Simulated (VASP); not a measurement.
Wanted: the native input for a VASP 6.6.1 run.

- Task: single point
- Functional: PBE
- Potentials or basis: VASP PAW PBE potentials, release 64 (Ta_pv, N)
- Cutoff: 520 eV
- k mesh: 4 × 4 × 4
- Occupations: gaussian, width 0.1 eV
- Spin: collinear spin, ferromagnetic start
- Starting moments: [1.0, 1.0, 1.0, 1.0, 0.0] μB
- Dipole correction: no
- Further INCAR settings: ALGO = Normal; EDIFF = 1e-06; NBANDS = 36

The structure of Ta4N lies in POSCAR:

```
Ta4N
1.0
    4.4072828205      0.0000000000      0.0000000000
    0.0000000000      4.4072828205      0.0000000000
    0.0000000000      0.0000000000      4.4072828205
Ta N
4 1
Direct
    0.2582869908      0.7417130092      0.7417130092
    0.7417130092      0.2582869908      0.7417130092
    0.7417130092      0.7417130092      0.2582869908
    0.2582869908      0.2582869908      0.2582869908
    0.0000000000      0.0000000000      0.0000000000
```

The input as run:

INCAR

```
PREC = Accurate ; ENCUT = 520
EDIFF = 1E-6 ; ISMEAR = 0
SIGMA = 0.1 ; LREAL = F
LASPH = T ; NELM = 150
ALGO = Normal ; ISIF = 2
LWAVE = F ; LCHARG = F
ISPIN = 2 ; MAGMOM = 1 1 1 1 0
LORBIT = 11 ; LMAXMIX = 4
GGA = PE ; NBANDS = 36
```

KPOINTS

```
regular mesh
0
Gamma
  4 4 4
```

Potentials or basis: VASP PAW PBE potentials, release 64 (Ta_pv, N).

Run with:

```sh
$ cat potpaw_PBE.64/Ta_pv/POTCAR potpaw_PBE.64/N/POTCAR > POTCAR
$ mpirun -np 1 vasp_std > vasp.out
```

Results of the run:

| Quantity | Value |
| --- | --- |
| Pressure | 0.1 GPa |
| Largest force | 0.013 eV/Å |
| Net moment | 0.00 μB per cell |
| Valence electrons inside the program's atomic spheres | Ta 8.81; N 3.89 |

Wall time 32 s on 1 thread of Intel(R) Xeon(R) 6975P-C (Granite Rapids), on a shared host, peak memory 0.25 GiB.
